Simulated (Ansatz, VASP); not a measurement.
**Two plane-wave programs on SiB5**

INCAR

```
PREC = Accurate
ENCUT = 520
EDIFF = 1E-6
ISMEAR = 0
SIGMA = 0.1
LREAL = F
LASPH = T
NELM = 100
ALGO = Normal
ISIF = 2
LWAVE = F
LCHARG = F
GGA = PE
NBANDS = 18
```

The input KPOINTS:

```
regular mesh
0
Gamma
  6 6 4
```

File POSCAR:

```
SiB5
1.0
    4.3660069200      0.0000000000      0.0000000000
   -2.1830034600      3.7810729100      0.0000000000
    0.0000000000      0.0000000000      3.9551993400
Si B
1 5
Direct
    0.0000000000      0.0000000000      0.5000000000
    0.3333333300      0.6666666700      0.5000000000
    0.0000000000      0.6884842500      0.0000000000
    0.6884842500      0.0000000000      0.0000000000
    0.3115157500      0.3115157500      0.0000000000
    0.6666666700      0.3333333300      0.5000000000
```

Input for Ansatz:

```yaml
crystal:
  lattice:
    - [4.36600692, 0.0, 0.0]
    - [-2.18300346, 3.78107291, 0.0]
    - [0.0, 0.0, 3.95519934]
  atoms:
    - { symbol: Si, position: [0.0, 0.0, 0.5] }
    - { symbol: B, position: [0.33333333, 0.66666667, 0.5] }
    - { symbol: B, position: [0.0, 0.68848425, 0.0] }
    - { symbol: B, position: [0.68848425, 0.0, 0.0] }
    - { symbol: B, position: [0.31151575, 0.31151575, 0.0] }
    - { symbol: B, position: [0.66666667, 0.33333333, 0.5] }
basis:
  ecutwfc: 420
kpoints:
  mp_grid: { grid: [6, 6, 4] }
hamiltonian:
  xc: pbe
scf:
  occupations: { method: gaussian, width: 0.1 }
  lower_state_search: "off"
output:
  forces: true
  stress: true
  eigenvalues: true
```

Change from the starting cell: species swapped into the La5Mg type (P-62m, No. 189).

Alike in both runs: task single point; functional PBE; k mesh 6 × 6 × 4; occupations gaussian, width 0.1 eV; no spin polarisation.

|  | VASP | Ansatz |
| --- | --- | --- |
| version | VASP 6.6.1 | Ansatz 0.2.0 |
| potentials or method | VASP PAW PBE potentials, release 64 (Si, B), cutoff 520 eV | scalar-relativistic, plane waves, PAW |
| valence electrons in the cell | 19 | 19 |

```csv
,VASP,Ansatz,Ansatz less VASP
gap on the k mesh at the Fermi level (eV),none,none,-
rms of the force components (eV/Å),0.014,0.013,-0.0007
```

Atom by atom the forces differ by 0.001 eV/Å (rms over components). A gap of «none» marks a metal or a gap that the smearing closes. With one functional, cell and mesh, what is left measures potentials, basis and numerics.

The k mesh is coarse, so the values compare programs but aren't converged.
